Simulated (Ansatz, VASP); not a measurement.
InAs: VASP beside Ansatz

```
In As
1.0
     0.00000    2.87730    2.87730
     2.87730    0.00000    2.87730
     2.87730    2.87730    0.00000
In As
1 1
Direct
  0.50000 0.50000 0.50000
  0.00000 0.00000 0.00000
```

Alike in both runs: task single point; functional LDA; k mesh 8 × 8 × 8; occupations gaussian, width 0.02 eV; no spin polarisation.

|  | VASP | Ansatz |
| --- | --- | --- |
| version | VASP 6.6.1 | Ansatz 0.2.0 |
| potentials or method | VASP PAW LDA potentials, release 64 (In_d, As), cutoff 520 eV | all-electron LAPW, scalar-relativistic |

```tsv
	VASP	Ansatz	Ansatz less VASP
gap on the k mesh at the Fermi level (eV)	none	none	-
pressure (GPa)	-5.0	-5.1	-0.12
```

LDA's correlation is that of Perdew and Zunger in VASP and of Perdew and Wang (1992) in Ansatz. A gap of «none» marks a metal or a gap that the smearing closes. Ansatz ran all-electron here, and VASP with PAW potentials.
